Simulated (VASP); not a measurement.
# C: single point with PBEsol+D3(BJ)

Crystal: C.

```xyz
2
Lattice="0.0000 2.1335 2.7783 1.2326 0.0000 2.7783 1.2326 2.1335 0.0000" Properties=species:S:1:pos:R:3 pbc="T T T"
C     1.2326    0.7113    2.7783
C     1.2326    3.5556    2.7783
```

| Quantity | Value |
| --- | --- |
| Program | VASP 6.6.1 |
| Task | single point |
| Functional | PBEsol |
| Dispersion | D3(BJ) |
| Potentials or basis | VASP PAW PBE potentials, release 64 (C) |
| Cutoff | 520 eV |
| k mesh | 18 × 18 × 18 |
| Occupations | gaussian, width 0.03 eV |
| Spin | no spin polarisation |
| Dipole correction | no |
| Further INCAR settings | ALGO = Normal; EDIFF = 1e-07; NBANDS = 11 |

- Pressure: 3.9 GPa
- Largest force: 0.043 eV/Å
- Band gap on the k mesh: zero (bands 4 and 5 overlap by 0.70 eV)
- Dispersion energy per atom: -0.130 eV

Forces on the atoms (eV/Å):
```
C    0.000 -0.043  0.000
C    0.000  0.043  0.000
```

Stress tensor (GPa, compression positive):
```
-1.90  0.00  0.00
 0.00 -5.09  0.00
 0.00  0.00 18.64
```

Levels at points of the mesh, in eV from the Fermi level:
| k point | band 1 | band 2 | band 3 | band 4 | band 5 | band 6 | band 7 | band 8 | band 9 |
| --- | --- | --- | --- | --- | --- | --- | --- | --- | --- |
| (0.00, 0.00, 0.00) | -20.26 | -5.19 | -3.20 | -3.06 | 6.27 | 8.01 | 8.35 | 10.95 | 12.74 |
| (0.50, 0.00, 0.00) | -14.43 | -13.48 | -6.57 | -2.60 | 1.36 | 7.09 | 13.57 | 16.35 | 19.77 |
| (0.50, 0.50, 0.00) | -19.13 | -9.91 | -3.28 | -3.12 | 7.88 | 8.16 | 11.52 | 12.21 | 15.92 |
| (0.50, 0.00, 0.50) | -14.86 | -13.79 | -6.43 | -0.46 | 3.10 | 7.85 | 12.39 | 12.43 | 18.64 |
| (0.00, 0.50, 0.50) | -13.93 | -13.09 | -6.73 | -4.34 | -0.13 | 6.44 | 15.30 | 19.72 | 20.92 |

Run time: 68 s on 1 thread of AMD EPYC 9R45 96-Core Processor (Zen 5), on a shared host, peak memory 0.2 GiB.

Caveat: the stress differs along the axes, from -5 to 19 GPa; the PAW data sets were made with another functional, which shifts forces and pressure a little.
